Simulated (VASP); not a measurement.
Runs of VASP 6.6.1 on In. The structure is that of space group P6_3/mmc (No. 194), or close to it. The cells are those of the table. This isn't the form of In at room conditions, which is tetragonal.

```tsv
task	cell	k mesh	cutoff (eV)	gap on the mesh (eV)	pressure (GPa)
single point	a = 3.399, b = 3.399, c = 5.534 Å, angles 90.0, 90.0, 120.0°, 2 atoms	12 × 12 × 7	520	none	-4.0
single point	a = 3.273, b = 3.273, c = 5.329 Å, angles 90.0, 90.0, 120.0°, 2 atoms	12 × 12 × 7	520	none	(a)
relaxation of cell and atoms	relaxed from a = 3.331, b = 3.331, c = 5.440 Å, angles 90.0, 90.0, 120.0°, 2 atoms	11 × 11 × 6	600	none	0.0
single point	a = 3.137, b = 3.137, c = 5.107 Å, angles 90.0, 90.0, 120.0°, 2 atoms	12 × 12 × 7	520	none	8.8
single point	a = 3.229, b = 3.229, c = 5.257 Å, angles 90.0, 90.0, 120.0°, 2 atoms	12 × 12 × 7	520	none	2.3
```

Alike in all rows: level LDA; potentials or basis VASP PAW LDA potentials, release 64 (In_d); no spin polarisation; smearing fermi-dirac 0.1 eV.

Task: Fill in the values left out.

Result: (a) 0.1.

Caveats: spin-orbit coupling is left out, which moves the levels of the heavy elements; the cell stands under tension (at least some runs); the cell stands under pressure (at least some runs).

A k mesh can miss the band edges, and the runs leave out spin-orbit coupling on In.

A gap of «none» marks levels without a gap at the run's occupations.
